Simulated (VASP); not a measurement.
# PrWS4 (P4/mmm) in VASP: further runs

Runs on PrWS4. Level: PBE. Tasks: single point.

Everything below comes from runs of VASP 6.6.1. Logs are shortened: lines on timing, memory, paths and dates and some standing lists are left out, and cuts for length are marked.

## (1) The cell of the first run

The structure is tetragonal, space group P4/mmm (No. 123). The conventional cell has a = 4.251 Å, b = 4.251 Å, c = 6.341 Å, α = 90.00°, β = 90.00°, γ = 90.00°. Pr (site symmetry 4/mmm) has 8 S at 2.60 Å within 3.4 Å. W (site symmetry 4/mmm) has 8 S at 2.71 Å within 3.6 Å. S (site symmetry 2mm) has 2 Pr at 2.60 Å and 2 W at 2.71 Å and 6 S at 2.99 to 3.35 Å within 3.4 Å.

The cell was generated, and may not be a known phase.

## (2) Single point, PBE

The input, INCAR:

```
PREC = Accurate
ENCUT = 500
EDIFF = 1E-6
ISMEAR = 0
SIGMA = 0.1
LREAL = F
LASPH = T
NELM = 200
ALGO = Normal
ISIF = 2
LWAVE = F
LCHARG = T
GGA = PE
LELF = T
LVHAR = T
NBANDS = 34
GGA_COMPAT = F
LMAXMIX = 6
```

The input, KPOINTS:

```
Automatic mesh
0
Gamma
  4 4 4
```

The input, POSCAR:

```
PrWS4
1.0
    4.2507798600      0.0000000000      0.0000000000
    0.0000000000      4.2507798600      0.0000000000
    0.0000000000      0.0000000000      6.3414129100
Pr W S
1 1 4
Direct
    0.0000000000      0.0000000000      0.0000000000
    0.5000000000      0.5000000000      0.5000000000
    0.0000000000      0.5000000000      0.7644799900
    0.5000000000      0.0000000000      0.7644799900
    0.0000000000      0.5000000000      0.2355200100
    0.5000000000      0.0000000000      0.2355200100
```

Potentials or basis: VASP PAW PBE potentials, release 64 (Pr_3, W_sv, S), 4f in core.

Command:

```
> cat potpaw_PBE.64/Pr_3/POTCAR potpaw_PBE.64/W_sv/POTCAR potpaw_PBE.64/S/POTCAR > POTCAR
> mpirun -np 1 vasp_std > vasp.out
```

OUTCAR:

```text
PREC = Accurate
   ENCUT = 500
   EDIFF = 1E-6
   ISMEAR = 0
   LREAL = F
   LASPH = T
   NELM = 200
   ISIF = 2
   GGA = PE

 ion  position               nearest neighbor table
   1  0.000  0.000  0.000-   3 2.60   4 2.60   5 2.60   6 2.60   3 2.60   5 2.60   4 2.60   6 2.60

   2  0.500  0.500  0.500-   3 2.71   4 2.71   5 2.71   6 2.71   4 2.71   6 2.71   3 2.71   5 2.71

   3  0.000  0.500  0.764-   1 2.60   1 2.60   2 2.71   2 2.71
   4  0.500  0.000  0.764-   1 2.60   1 2.60   2 2.71   2 2.71
   5  0.000  0.500  0.236-   1 2.60   1 2.60   2 2.71   2 2.71
   6  0.500  0.000  0.236-   1 2.60   1 2.60   2 2.71   2 2.71

  LATTYP: Found a simple tetragonal cell.
 ALAT       =     4.2507798600
 C/A-ratio  =     1.4918234110

  Lattice vectors:

 A1 = (   4.2507798600,   0.0000000000,   0.0000000000)
 A2 = (   0.0000000000,   4.2507798600,   0.0000000000)
 A3 = (   0.0000000000,   0.0000000000,   6.3414129100)

Analysis of symmetry for initial positions (statically):
=====================================================================
 Subroutine PRICEL returns:
 Original cell was already a primitive cell.

 Routine SETGRP: Setting up the symmetry group for a
 simple tetragonal supercell.

 Subroutine GETGRP returns: Found 16 space group operations
 (whereof 16 operations were pure point group operations)
 out of a pool of 16 trial point group operations.

The static configuration has the point symmetry D_4h.

Analysis of symmetry for dynamics (positions and initial velocities):
=====================================================================
 Subroutine PRICEL returns:
 Original cell was already a primitive cell.

 Routine SETGRP: Setting up the symmetry group for a
 simple tetragonal supercell.

 Subroutine GETGRP returns: Found 16 space group operations
 (whereof 16 operations were pure point group operations)
 out of a pool of 16 trial point group operations.

The dynamic configuration has the point symmetry D_4h.

 Subroutine INISYM returns: Found 16 space group operations
 (whereof 16 operations are pure point group operations),
 and found     1 'primitive' translations

----------------------------------------------------------------------------------------

                                     Primitive cell

  volume of cell :     114.5838

  direct lattice vectors                    reciprocal lattice vectors
     4.250779860  0.000000000  0.000000000     0.235250950  0.000000000  0.000000000
     0.000000000  4.250779860  0.000000000     0.000000000  0.235250950  0.000000000
     0.000000000  0.000000000  6.341412910     0.000000000  0.000000000  0.157693564

  length of vectors
     4.250779860  4.250779860  6.341412910     0.235250950  0.235250950  0.157693564

  position of ions in fractional coordinates (direct lattice)
     0.000000000  0.000000000  0.000000000
     0.500000000  0.500000000  0.500000000
     0.000000000  0.500000000  0.764479990
     0.500000000  0.000000000  0.764479990
     0.000000000  0.500000000  0.235520010
     0.500000000  0.000000000  0.235520010

  ion indices of the primitive-cell ions
   primitive index   ion index
                 1           1
                 2           2
                 3           3
                 4           4
                 5           5
                 6           6

----------------------------------------------------------------------------------------

 KPOINTS: Automatic mesh

Automatic generation of k-mesh.
 Grid dimensions read from file:
 generate k-points for:    4    4    4

 Generating k-lattice:

  Cartesian coordinates                     Fractional coordinates (reciprocal lattice)
     0.058812737  0.000000000  0.000000000     0.250000000  0.000000000  0.000000000
     0.000000000  0.058812737  0.000000000     0.000000000  0.250000000  0.000000000
     0.000000000  0.000000000  0.039423391     0.000000000  0.000000000  0.250000000

  Length of vectors
     0.058812737  0.058812737  0.039423391

  Shift w.r.t. Gamma in fractional coordinates (k-lattice)
[... 44 lines left out ...]
   NGX = 15   NGY = 15   NGZ = 23

 number of electron      48.9999997 magnetization

 Free energy of the ion-electron system (eV)
  ---------------------------------------------------
  ext. energy  EPLUGINS =         0.00000000
  ---------------------------------------------------
  free energy    TOTEN  =       -34.48505359 eV

  energy without entropy =      -34.45765204  energy(sigma->0) =      -34.47135281

 E-fermi :   6.3315     XC(G=0): -10.7130

 val. band max:        6.3191139501   @ k =   0.2500   0.0000   0.5000
 cond. band min:       6.3341038402   @ k =   0.5000   0.2500   0.0000
 fundamental gap:      0.0149898901
 Fermi energy:         6.3315394402

 k-point     1 :       0.0000    0.0000    0.0000
  band No.  band energies     occupation
      1     -68.7887      2.00000
      2     -32.8791      2.00000
      3     -32.8791      2.00000
      4     -32.8070      2.00000
      5     -28.5310      2.00000
      6     -11.6065      2.00000
[... 26 lines left out ...]
     33      11.9140      0.00000
     34      12.4311      0.00000

 k-point     2 :       0.2500    0.0000    0.0000
  band No.  band energies     occupation
      1     -68.7887      2.00000
      2     -32.8828      2.00000
      3     -32.8789      2.00000
      4     -32.8065      2.00000
      5     -28.5209      2.00000
      6     -11.4881      2.00000
[... 26 lines left out ...]
     33      12.1772      0.00000
     34      12.1876      0.00000

 k-point     3 :       0.5000    0.0000    0.0000
  band No.  band energies     occupation
      1     -68.7887      2.00000
      2     -32.8864      2.00000
      3     -32.8787      2.00000
      4     -32.8060      2.00000
      5     -28.5108      2.00000
      6     -11.8648      2.00000
[... 26 lines left out ...]
     33      10.8074      0.00000
     34      12.4632      0.00000
[... 482 lines left out ...]
 k-point    17 :       0.5000    0.2500    0.5000
  band No.  band energies     occupation
      1     -68.7886      2.00000
      2     -32.8862      2.00000
      3     -32.8823      2.00000
      4     -32.8055      2.00000
      5     -28.5008      2.00000
      6     -11.8217      2.00000
[... 26 lines left out ...]
     33      12.0664      0.00000
     34      12.7446      0.00000

 k-point    18 :       0.5000    0.5000    0.5000
  band No.  band energies     occupation
      1     -68.7886      2.00000
      2     -32.8860      2.00000
      3     -32.8860      2.00000
      4     -32.8050      2.00000
      5     -28.4909      2.00000
      6     -11.7986      2.00000
[... 26 lines left out ...]
     33      12.1660      0.00000
     34      12.1660      0.00000

------------------------ aborting loop because EDIFF is reached ----------------------------------------

  FORCE on cell =-STRESS in cart. coord.  units (eV):
  Direction    XX          YY          ZZ          XY          YZ          ZX
  --------------------------------------------------------------------------------------
  -------------------------------------------------------------------------------------
  Total       14.4617482     14.4617482      5.4977473      0.0000000      0.0000000     -0.0000000
  in kB      202.2125545    202.2125545     76.8726935      0.0000000      0.0000000     -0.0000000
  external PRESSURE =     160.4326008 kB  Pullay stress =       0.0000000 kB

 VOLUME and BASIS-vectors are now :
 -----------------------------------------------------------------------------
  energy-cutoff  :      500.00
  volume of cell :      114.58
      direct lattice vectors                 reciprocal lattice vectors
     4.250779860  0.000000000  0.000000000     0.235250950  0.000000000  0.000000000
     0.000000000  4.250779860  0.000000000     0.000000000  0.235250950  0.000000000
     0.000000000  0.000000000  6.341412910     0.000000000  0.000000000  0.157693564

 POSITION                                       TOTAL-FORCE (eV/Angst)
 -----------------------------------------------------------------------------------
      0.00000      0.00000      0.00000        -0.000000      0.000000      0.000000
      2.12539      2.12539      3.17071        -0.000000      0.000000      0.000000
      0.00000      2.12539      4.84788         0.000000     -0.000000     -4.686046
      2.12539      0.00000      4.84788         0.000000      0.000000     -4.686046
      0.00000      2.12539      1.49353        -0.000000     -0.000000      4.686046
      2.12539      0.00000      1.49353        -0.000000      0.000000      4.686046
 -----------------------------------------------------------------------------------
    total drift:                                0.000000      0.000000     -0.000000

  FREE ENERGIE OF THE ION-ELECTRON SYSTEM (eV)
  ---------------------------------------------------
  free  energy   TOTEN  =       -34.4850535879 eV

  energy  without entropy=      -34.4576520364  energy(sigma->0) =      -34.47135281
```

It took 72 s on 1 thread of Intel Xeon 6975P-C (Granite Rapids), shared host; peak memory 0.24 GiB.

What came out:

```yaml
Free_energy: -34.4851 eV
Pressure: 16.0 GPa
Largest_force: 4.686 eV/Å
Band_gap_on_the_k_mesh: zero (an odd number of electrons rules out a gap without spin polarisation)
```

Forces on the atoms (eV/Å):
```
Pr   0.000  0.000  0.000
W    0.000  0.000  0.000
S    0.000  0.000 -4.686
S    0.000  0.000 -4.686
S    0.000  0.000  4.686
S    0.000  0.000  4.686
```

Levels at points of the mesh, in eV from the Fermi level:
```
           k point  band 22  band 23  band 24  band 25  band 26  band 27  band 28  band 29
(0.00, 0.00, 0.00)    -0.91    -0.40    -0.06    -0.06     0.24     1.05     1.82     2.82
(0.50, 0.00, 0.00)    -2.27    -1.20    -0.68    -0.27     0.86     1.51     2.53     2.63
(0.50, 0.50, 0.00)    -1.37    -0.29    -0.07     0.62     0.64     0.93     2.35     2.35
(0.00, 0.00, 0.50)    -0.61    -0.36    -0.34    -0.20    -0.20     2.03     2.03     2.55
(0.50, 0.00, 0.50)    -2.36    -1.47    -1.25    -0.25    -0.07     0.82     1.25     2.25
(0.50, 0.50, 0.50)    -1.31    -0.03     0.48     0.55     0.70     1.78     1.78     2.55
```

Caveat: the k points lie up to 0.37 Å⁻¹ apart, too coarse for converged energies and pressures of a metal; spin-orbit coupling is left out, which moves the levels of the heavy elements; the 4f electrons are frozen in the core, so they carry no moment and show no levels; an odd number of electrons without spin polarisation forces a metal; a magnetic or distorted state may lie lower; the run has no spin polarisation, though such a crystal can be magnetic. With open d or f shells a metallic result of PBE can be an artefact of self-interaction; +U or a hybrid may open a gap.

## (3) Single point, PBE, collinear spin

The input, INCAR:

```
ALGO = Normal
EDIFF = 1E-6
ENCUT = 500
GGA = PE
GGA_COMPAT = False
ISIF = 2
ISMEAR = 0
ISPIN = 2
LASPH = True
LCHARG = True
LELF = True
LMAXMIX = 6
LORBIT = 11
LREAL = False
LVHAR = True
LWAVE = False
MAGMOM = 0.02 1.33 -0.04 -0.04 -0.04 -0.04
NBANDS = 38
NELM = 200
PREC = Accurate
SIGMA = 0.1
```

The input, KPOINTS:

```
k-points
0
Gamma
  4 4 4
```

POSCAR is that of step 2.

Potentials or basis: VASP PAW PBE potentials, release 64 (Pr_3, W_sv, S), 4f in core.

Command:

```
> cat potpaw_PBE.64/Pr_3/POTCAR potpaw_PBE.64/W_sv/POTCAR potpaw_PBE.64/S/POTCAR > POTCAR
> mpirun -np 1 vasp_std > vasp.out
```

Run time: 2.9 min. Hardware: 1 thread of Intel Xeon 6975P-C (Granite Rapids), shared host; peak memory 0.32 GiB.

It converged, with:

```
Free energy                                           : -34.6286 eV
Pressure                                              : 17.9 GPa
Largest force                                         : 4.526 eV/Å
Net moment                                            : 1.46 μB per cell
Site moments                                          : Pr +0.03; W +1.33; S -0.04 μB
Valence electrons inside the program's atomic spheres : Pr 9.21; W 11.50; S 3.77
```

Forces on the atoms (eV/Å):
```
Pr   0.000  0.000  0.000
W    0.000  0.000  0.000
S    0.000  0.000 -4.526
S    0.000  0.000 -4.526
S    0.000  0.000  4.526
S    0.000  0.000  4.526
```

Stress tensor (GPa, compression positive):
```
21.38  0.00  0.00
 0.00 21.38  0.00
 0.00  0.00 10.87
```

Levels at points of the mesh, in eV from the Fermi level:
Spin up:
```
           k point  band 22  band 23  band 24  band 25  band 26  band 27  band 28  band 29
(0.00, 0.00, 0.00)    -1.00    -0.88     0.01     0.01     0.31     0.98     1.60     2.73
(0.50, 0.00, 0.00)    -2.31    -1.14    -0.85    -0.66     0.46     1.24     2.38     2.47
(0.50, 0.50, 0.00)    -1.30    -0.82    -0.57     0.33     0.70     1.00     2.18     2.18
(0.00, 0.00, 0.50)    -0.92    -0.56    -0.56    -0.18    -0.18     1.90     1.90     2.60
(0.50, 0.00, 0.50)    -2.30    -1.41    -1.19    -0.86    -0.62     0.68     1.04     2.02
(0.50, 0.50, 0.50)    -1.24    -0.73     0.25     0.56     0.62     1.57     1.57     2.55
```
Spin down:
```
           k point  band 20  band 21  band 22  band 23  band 24  band 25  band 26  band 27  band 28  band 29
(0.00, 0.00, 0.00)    -1.68    -0.91    -0.23    -0.03    -0.03     0.25     0.40     1.23     2.18     2.96
(0.50, 0.00, 0.00)    -2.38    -2.34    -2.15    -1.17    -0.61     0.42     1.54     1.93     2.75     2.83
(0.50, 0.50, 0.00)    -2.27    -1.50    -1.31     0.18     0.65     0.67     0.91     1.25     2.58     2.58
(0.00, 0.00, 0.50)    -2.93    -0.58    -0.58    -0.13    -0.13     0.31     0.51     2.24     2.24     2.60
(0.50, 0.00, 0.50)    -2.70    -2.49    -2.35    -1.43    -1.22     0.48     0.71     1.03     1.52     2.63
(0.50, 0.50, 0.50)    -2.92    -1.41    -1.25     0.53     0.53     0.82     1.39     2.06     2.06     2.61
```

Caveat: the k points lie up to 0.37 Å⁻¹ apart; the magnetic or orbital state may not be the lowest; spin-orbit coupling is left out, which moves the levels of the heavy elements; the 4f electrons are frozen in the core, so they carry no moment and show no levels; forces of over 1 eV/Å act on the atoms, so gaps and moduli don't describe the material at rest.

## (4) Single point, PBE, collinear spin

This run uses another cell than the first one, of 21.19 Å³/atom.

The input, INCAR:

```
ALGO     = Normal         # electronic algorithm
EDIFF    = 1E-6           # SCF threshold, eV
ENCUT    = 500            # plane-wave cutoff, eV
GGA      = PE             # functional
GGA_COMPAT= F            
ISIF     = 2              # what is computed and relaxed
ISMEAR   = 0              # smearing method
ISPIN    = 2              # spin polarisation
LASPH    = T              # aspherical terms in the spheres
LCHARG   = F              # write CHGCAR
LMAXMIX  = 6              # l up to which the mixer works
LORBIT   = 11             # projections on sites
LREAL    = F              # projectors in reciprocal space
LWAVE    = F              # write WAVECAR
MAGMOM   = 0.02 0.88 -0.02 -0.02 -0.02 -0.02 # initial moments
NBANDS   = 38             # bands
NELM     = 200            # most SCF steps
PREC     = Accurate       # precision mode
SIGMA    = 0.1            # smearing width, eV
```

KPOINTS is that of step 3.

The input, POSCAR:

```
PrWS4
1.0
    4.3767955689      0.0000000000      0.0000000000
    0.0000000000      4.3767955689      0.0000000000
    0.0000000000      0.0000000000      6.6360764313
Pr W S
1 1 4
Direct
    0.0000000000      0.0000000000      0.0000000000
    0.5000000000      0.5000000000      0.5000000000
    0.0000000000      0.5000000000      0.7121772310
    0.5000000000      0.0000000000      0.7121772310
    0.0000000000      0.5000000000      0.2878227690
    0.5000000000      0.0000000000      0.2878227690
```

Command:

```
> cat potpaw_PBE.64/Pr_3/POTCAR potpaw_PBE.64/W_sv/POTCAR potpaw_PBE.64/S/POTCAR > POTCAR
> mpirun -np 1 vasp_std > vasp.out
```

Run time: 2.8 min. Hardware: 1 thread of Intel Xeon 6975P-C (Granite Rapids), shared host; peak memory 0.33 GiB.

The run converged. Its results:

| Property | Result |
| --- | --- |
| Free energy | -38.1394 eV |
| Pressure | -0.2 GPa |
| Net moment | 1.12 μB per cell |
| Site moments | Pr +0.02; W +0.94; S -0.02 μB |
| Valence electrons inside the program's atomic spheres | Pr 8.65; W 11.62; S 3.71 |

Stress tensor (GPa, compression positive):
```
-0.10  0.00  0.00
 0.00 -0.10  0.00
 0.00  0.00 -0.29
```

Levels at points of the mesh, in eV from the Fermi level:
Spin up:
| k point | band 22 | band 23 | band 24 | band 25 | band 26 | band 27 | band 28 | band 29 |
| --- | --- | --- | --- | --- | --- | --- | --- | --- |
| (0.00, 0.00, 0.00) | -1.12 | -0.80 | -0.46 | -0.46 | 0.28 | 0.75 | 1.94 | 3.16 |
| (0.50, 0.00, 0.00) | -2.09 | -1.12 | -1.09 | -1.07 | 0.69 | 2.11 | 2.21 | 2.73 |
| (0.50, 0.50, 0.00) | -1.34 | -0.23 | -0.15 | 0.47 | 0.89 | 0.95 | 1.87 | 1.87 |
| (0.00, 0.00, 0.50) | -0.85 | -0.85 | -0.81 | -0.52 | -0.52 | 2.00 | 2.99 | 3.04 |
| (0.50, 0.00, 0.50) | -2.20 | -1.70 | -1.24 | -1.08 | -0.12 | 1.09 | 1.63 | 2.41 |
| (0.50, 0.50, 0.50) | -1.15 | 0.10 | 0.39 | 0.41 | 0.50 | 1.75 | 1.75 | 1.88 |
Spin down:
| k point | band 22 | band 23 | band 24 | band 25 | band 26 | band 27 |
| --- | --- | --- | --- | --- | --- | --- |
| (0.00, 0.00, 0.00) | -0.47 | -0.47 | -0.38 | 0.07 | 0.28 | 0.84 |
| (0.50, 0.00, 0.00) | -1.98 | -1.11 | -1.02 | -0.01 | 1.27 | 2.48 |
| (0.50, 0.50, 0.00) | -0.46 | -0.24 | 0.43 | 0.48 | 0.87 | 1.51 |
| (0.00, 0.00, 0.50) | -0.85 | -0.48 | -0.48 | -0.35 | 0.41 | 2.07 |
| (0.50, 0.00, 0.50) | -2.19 | -1.72 | -1.24 | 0.06 | 0.48 | 1.40 |
| (0.50, 0.50, 0.50) | 0.06 | 0.09 | 0.36 | 0.37 | 1.14 | 1.88 |

Caveat: the magnetic or orbital state may not be the lowest; spin-orbit coupling is left out, which moves the levels of the heavy elements; the 4f electrons are frozen in the core, so they carry no moment and show no levels. With open d or f shells a metallic result of PBE can be an artefact of self-interaction; +U or a hybrid may open a gap.

## (5) Summary

| spin | cell | gap on the mesh (eV) | pressure (GPa) | moment (μB) | largest force (eV/Å) |
| --- | --- | --- | --- | --- | --- |
| off | a = 4.251, b = 4.251, c = 6.341 Å, 6 atoms, atomic positions A | none | 16.0 | - | 4.69 |
| collinear | a = 4.251, b = 4.251, c = 6.341 Å, 6 atoms, atomic positions A | none | 17.9 | 1.46 | 4.53 |
| collinear | a = 4.377, b = 4.377, c = 6.636 Å, 6 atoms, atomic positions B | none | -0.2 | 1.12 | - |

Alike in all rows: task single point; level PBE; potentials or basis VASP PAW PBE potentials, release 64 (Pr_3, W_sv, S), 4f in core; k mesh 4 × 4 × 4; cutoff (eV) 500; smearing gaussian 0.1 eV.

Caveats: some runs use coarse meshes; spin-orbit coupling is left out, which moves the levels of the heavy elements; the 4f electrons are frozen in the core, so they carry no moment and show no levels; the magnetic or orbital state may not be the lowest (at least some runs); an odd number of electrons without spin polarisation forces a metal (at least some runs); a magnetic or distorted state may lie lower (at least some runs); forces of over 1 eV/Å act on the atoms, so gaps and moduli don't describe the material at rest (at least some runs).

Total energies depend on the potentials used, so only differences within one code and one set of settings carry meaning.

The gap in the log of VASP goes by the Fermi energy; the results here count the filled bands.